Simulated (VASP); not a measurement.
# SrO (P1) in VASP: single point with PBE

Aim: the single point of SrO with PBE.

Everything below comes from runs of VASP 6.6.1. Logs are shortened: lines on timing, memory, paths and dates and some standing lists are left out, and cuts for length are marked.

## (1) The cell of the first run

The typed cell holds 4 atoms: a = 3.673 Å, b = 3.673 Å, c = 6.363 Å, α = 73.22°, β = 73.22°, γ = 60.00°.

## (2) Single point, PBE (atoms displaced along several vibrational modes)

The input, INCAR:

```
SYSTEM = SrO
PREC = Accurate
ENCUT = 520
EDIFF = 1E-7
ISMEAR = 0
SIGMA = 0.05
LREAL = .FALSE.
LASPH = .TRUE.
NELM = 80
ALGO = Normal
ISIF = 2
LWAVE = .FALSE.
LCHARG = .FALSE.
GGA = PE
NBANDS = 24
```

The input, KPOINTS:

```
Automatic mesh
0
G
  9 9 8
  0 0 0
```

The input, POSCAR:

```
SrO
1.0
    0.0000000000     -2.5975079636     -2.5975079636
   -2.5975079636      0.0000000000     -2.5975079636
    2.5975079636      2.5975079636     -5.1950159271
Sr O
2 2
Direct
    0.0013619915     -0.0040859746      0.0013619915
    0.5013619915      0.4959140254      0.5013619915
    0.7102447021      0.8140111456      0.7425409289
    0.2748371531      0.2307432889      0.2425409262
```

Potentials or basis: VASP PAW PBE potentials, release 64 (Sr_sv, O).

On the command line:

```
cat potpaw_PBE.64/Sr_sv/POTCAR potpaw_PBE.64/O/POTCAR > POTCAR
mpirun -np 1 vasp_std > vasp.out
```

OUTCAR:

```text
SYSTEM = SrO
   PREC = Accurate
   ENCUT = 520
   EDIFF = 1E-7
   ISMEAR = 0
   LREAL = .FALSE.
   LASPH = .TRUE.
   NELM = 80
   ISIF = 2
   GGA = PE

 ion  position               nearest neighbor table
   1  0.001  0.996  0.001-   4 2.51   3 2.52   4 2.57   3 2.58   4 2.62   3 2.80   2 3.67   2 3.67
                             2 3.67   2 3.67   2 3.67   2 3.67
   2  0.501  0.496  0.501-   3 2.40   4 2.58   4 2.62   3 2.63   4 2.68   3 2.69   1 3.67   1 3.67
                             1 3.67   1 3.67   1 3.67   1 3.67
   3  0.710  0.814  0.743-   2 2.40   1 2.52   1 2.58   2 2.63   2 2.69   1 2.80
   4  0.275  0.231  0.243-   1 2.51   1 2.57   2 2.58   1 2.62   2 2.62   2 2.68

  LATTYP: Found a trigonal (rhomboedric) cell.
 ALAT       =     6.3625691136
 COS(alpha) =     0.8333333333

  Lattice vectors:

 A1 = (   2.5975079636,   5.1950159272,  -2.5975079635)
 A2 = (   5.1950159272,   2.5975079636,  -2.5975079635)
 A3 = (   2.5975079636,   2.5975079636,  -5.1950159271)

Analysis of symmetry for initial positions (statically):
=====================================================================
 Subroutine PRICEL returns:
 Original cell was already a primitive cell.

 Routine SETGRP: Setting up the symmetry group for a
 trigonal (rhombohedral) supercell.

 Subroutine GETGRP returns: Found  1 space group operations
 (whereof  1 operations were pure point group operations)
 out of a pool of 12 trial point group operations.

The static configuration has the point symmetry C_1 .

Analysis of symmetry for dynamics (positions and initial velocities):
=====================================================================
 Subroutine PRICEL returns:
 Original cell was already a primitive cell.

 Routine SETGRP: Setting up the symmetry group for a
 trigonal (rhombohedral) supercell.

 Subroutine GETGRP returns: Found  1 space group operations
 (whereof  1 operations were pure point group operations)
 out of a pool of 12 trial point group operations.

The dynamic configuration has the point symmetry C_1 .

 Subroutine INISYM returns: Found  1 space group operations
 (whereof  1 operations are pure point group operations),
 and found     1 'primitive' translations

----------------------------------------------------------------------------------------

                                     Primitive cell

  volume of cell :      70.1020

  direct lattice vectors                    reciprocal lattice vectors
[... 109 lines left out ...]
   LSORBIT =      F    spin-orbit coupling
   LASPH  =      T    aspherical Exc in radial PAW
   ENCUT  =  520.0 eV  38.22 Ry    6.18 a.u.   6.83  6.83 11.83*2*pi/ulx,y,z
   NELM   =     80;   NELMIN=  2; NELMDL= -5     # of ELM steps
   EDIFF  = 0.1E-06   stopping-criterion for ELM
   LREAL  =      F    real-space projection
   EDIFFG = 0.1E-05   stopping-criterion for IOM
   NSW    =      0    number of steps for IOM
   IBRION =     -1    ionic relax: 0-MD 1-quasi-New 2-CG
   NFREE  =      0    steps in history (QN), initial steepest desc. (CG)
   ISIF   =      2    stress and relaxation
   ISYM   =      2    0-nonsym 1-usesym 2-fastsym
   POTIM  = 0.5000    time-step for ionic-motion
   TEBEG  =    0.0;   TEEND  =   0.0 temperature during run
   PSTRESS=    0.0 pullay stress
   NELECT =      32.0000    total number of electrons
   NUPDOWN=      -1.0000    fix difference up-down
   EMIN   =  10.00;   EMAX   =-10.00  energy-range for DOS
   EFERMI =   0.00;   METHOD = LEGACY
   ISMEAR =     0;   SIGMA  =   0.05  broadening in eV -4-tet -1-fermi 0-gaus
   EFERMI_NEDOS =   21; number of points for ismear=-14 and -15
   IALGO  =     38    algorithm
   IMIX   =      4    mixing-type and parameters
     AMIX     =   0.40;   BMIX     =  1.00
     AMIX_MAG =   1.60;   BMIX_MAG =  1.00
  volume/ion in A,a.u.               =      17.53       118.27
  Fermi-wavevector in a.u.,A,eV,Ry     =   1.260515  2.382028 21.618263  1.588897
  Thomas-Fermi vector in A             =   2.394020
   LORBIT       =      0    0 simple, 1 ext, 2 COOP (PROOUT), +10 PAW based schemes
   GGA     = PE    functional components
   LHFCALC =     F    Hartree Fock is set to
   AEXX    =    0.0000 exact exchange contribution
   IVDW    =     0    specifies the selected vdW correction
   LEPSILON=     F    determine dielectric tensor
   LRPA    =     F    only Hartree local field effects (RPA)
 non-spin polarized calculation
 Gauss-broadening in eV      SIGMA  =   0.05
  energy-cutoff  :      520.00
  volume of cell :       70.10
 maximum number of plane-waves:      1903
   NGX = 13   NGY = 13   NGZ = 23

 number of electron      32.0000001 magnetization

 Free energy of the ion-electron system (eV)
  ---------------------------------------------------
  ext. energy  EPLUGINS =         0.00000000
  ---------------------------------------------------
  free energy    TOTEN  =       -24.01013481 eV

  energy without entropy =      -24.01013481  energy(sigma->0) =      -24.01013481

 E-fermi :   1.7492     XC(G=0):  -9.8753

 val. band max:        1.5274970011   @ k =   0.0000   0.0000   0.0000
 cond. band min:       4.8581070977   @ k =   0.0000   0.4444   0.5000
 fundamental gap:      3.3306100966
 Fermi energy:         1.7491518549

 k-point     1 :       0.0000    0.0000    0.0000
  band No.  band energies     occupation
      1     -30.9605      2.00000
      2     -30.8384      2.00000
      3     -15.0511      2.00000
      4     -13.5725      2.00000
      5     -12.7298      2.00000
      6     -12.7206      2.00000
[... 637 lines left out ...]
     23      10.3419      0.00000
     24      10.8784      0.00000

 [... further k-points ...]
[... 5 lines left out ...]
  --------------------------------------------------------------------------------------
  -------------------------------------------------------------------------------------
  Total        1.0957778      0.4884878      0.2001314      0.1544634     -0.0100872     -0.0670191
  in kB       25.0439266     11.1643564      4.5739895      3.5302497     -0.2305419     -1.5317169
  external PRESSURE =      13.5940908 kB  Pullay stress =       0.0000000 kB

 VOLUME and BASIS-vectors are now :
 -----------------------------------------------------------------------------
  energy-cutoff  :      520.00
  volume of cell :       70.10
      direct lattice vectors                 reciprocal lattice vectors
     0.000000000 -2.597507964 -2.597507964     0.096246096 -0.288738287 -0.096246096
    -2.597507964  0.000000000 -2.597507964    -0.288738287  0.096246096 -0.096246096
     2.597507964  2.597507964 -5.195015927     0.096246096  0.096246096 -0.096246096

 POSITION                                       TOTAL-FORCE (eV/Angst)
 -----------------------------------------------------------------------------------
     -2.58336      0.00000     -2.59751        -0.031658     -0.002599     -0.003621
      0.01415      0.00000     -5.19502        -0.416942     -0.021531      0.012306
     -0.18564      0.08389     -7.81678         0.713003     -0.323390      0.088804
      0.03064     -0.08389     -2.57325        -0.264403      0.347520     -0.097489
 -----------------------------------------------------------------------------------
    total drift:                                0.000119      0.000084      0.000141

  FREE ENERGIE OF THE ION-ELECTRON SYSTEM (eV)
  ---------------------------------------------------
  free  energy   TOTEN  =       -24.0101348102 eV

  energy  without entropy=      -24.0101348102  energy(sigma->0) =      -24.01013481
```

stdout:

```text
POSCAR found type information on POSCAR SrO
 POSCAR found :  2 types and       4 ions
 scaLAPACK will be used
 LDA part: xc-table for (Slater+PW92), standard interpolation
 -----------------------------------------------------------------------------
|                                                                             |
|           W    W    AA    RRRRR   N    N  II  N    N   GGGG   !!!           |
|           W    W   A  A   R    R  NN   N  II  NN   N  G    G  !!!           |
|           W    W  A    A  R    R  N N  N  II  N N  N  G       !!!           |
|           W WW W  AAAAAA  RRRRR   N  N N  II  N  N N  G  GGG   !            |
|           WW  WW  A    A  R   R   N   NN  II  N   NN  G    G                |
|           W    W  A    A  R    R  N    N  II  N    N   GGGG   !!!           |
|                                                                             |
|     Your reciprocal lattice and k-lattice belong to different lattice       |
|     classes:                                                                |
|                                                                             |
|        The reciprocal lattice is rhombohedral (trigonal),                   |
|        whereas your k-lattice is base-centered monoclinic.                  |
|                                                                             |
|     Results are often still useful ...                                      |
|                                                                             |
 -----------------------------------------------------------------------------

 POSCAR, INCAR and KPOINTS ok, starting setup
 FFT: planning ... GRIDC
 FFT: planning ... GRID_SOFT
 FFT: planning ... GRID
 WAVECAR not read
 entering main loop
```

Run time: 13 min. Hardware: 1 thread of Oxide Virtual Turin-like, shared host; peak memory 0.51 GiB.

What came out:

| Quantity | Value |
| --- | --- |
| Free energy | -24.0101 eV |
| Pressure | 1.4 GPa |
| Largest force | 0.788 eV/Å |
| Band gap on the k mesh | 3.33 eV |

Forces in eV/Å, atoms in the order of the input:
```
Sr  -0.032 -0.003 -0.004
Sr  -0.417 -0.022  0.012
O    0.713 -0.323  0.089
O   -0.264  0.348 -0.097
```

Levels at points of the mesh, in eV from the valence-band top:
```
           k point  band 14  band 15  band 16  band 17  band 18  band 19
(0.00, 0.00, 0.00)    -0.03    -0.03     0.00     3.72     5.92     6.16
(0.00, 0.00, 0.50)    -0.67    -0.54    -0.52     5.66     5.73     6.01
```

Caveat: the cell differs from its parent crystal (atoms displaced along several vibrational modes). A k mesh can miss the band edges.
